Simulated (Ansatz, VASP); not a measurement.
**Ir: VASP beside Ansatz**

```
Ir
1.0
     0.00000    1.91560    1.91560
     1.91560    0.00000    1.91560
     1.91560    1.91560    0.00000
Ir
1
Cartesian
  0.0000 0.0000 0.0000
```

Alike in both runs: functional PBEsol; k mesh 9 × 9 × 9; occupations fermi-dirac, width 0.05 eV; non-collinear spin, spin-orbit coupling.

|  | VASP | Ansatz |
| --- | --- | --- |
| version | VASP 6.6.1 | Ansatz 0.2.0 |
| potentials or method | VASP PAW PBE potentials, release 64 (Ir), cutoff 520 eV | all-electron LAPW, relativistic spinors |
| task | single point | band structure |

Ansatz gave:

```
pressure (GPa)           : -0.2
net moment per atom (μB) : 0.00
```

Which values does VASP return?

Pressure (GPa): 1.3; net moment per atom (μB): 0.00.

VASP's potentials were made for PBE, not for PBEsol. Ansatz ran all-electron here, and VASP with PAW potentials.

Noted on Ansatz's run: the k mesh is thin for a metal, which can move the energy by tens of meV per atom.
